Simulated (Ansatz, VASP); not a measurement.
## Two plane-wave programs on SiC

```
Si C
1.0
     0.00000    2.34792    2.34792
     2.34792    0.00000    2.34792
     2.34792    2.34792    0.00000
Si C
1 1
Direct
  0.00000 0.00000 0.00000
  0.75000 0.75000 0.75000
```

Change from the starting cell: strain +0.080 along x and y, +0.080 along z, atoms carried along.

Alike in both runs: task single point; functional PBE; k mesh 12 × 12 × 12; occupations gaussian, width 0.05 eV; no spin polarisation.

|  | VASP | Ansatz |
| --- | --- | --- |
| version | VASP 6.6.1 | Ansatz 0.2.0 |
| potentials or method | VASP PAW PBE potentials, release 64 (Si, C), cutoff 520 eV | scalar-relativistic, plane waves, PAW |
| valence electrons in the cell | 8 | 8 |

```tsv
	VASP	Ansatz	Ansatz less VASP
gap on the k mesh at the Fermi level (eV)	1.53	1.53	+0.001
least direct gap on the mesh (eV)	3.67	3.66	-0.008
pressure (GPa)	-29.1	-29.1	-0.01
```

Both programs put the cell under strong tension, so it lies far from rest at this level. The functional is the same, so the differences come from potentials, cutoffs and numerics.
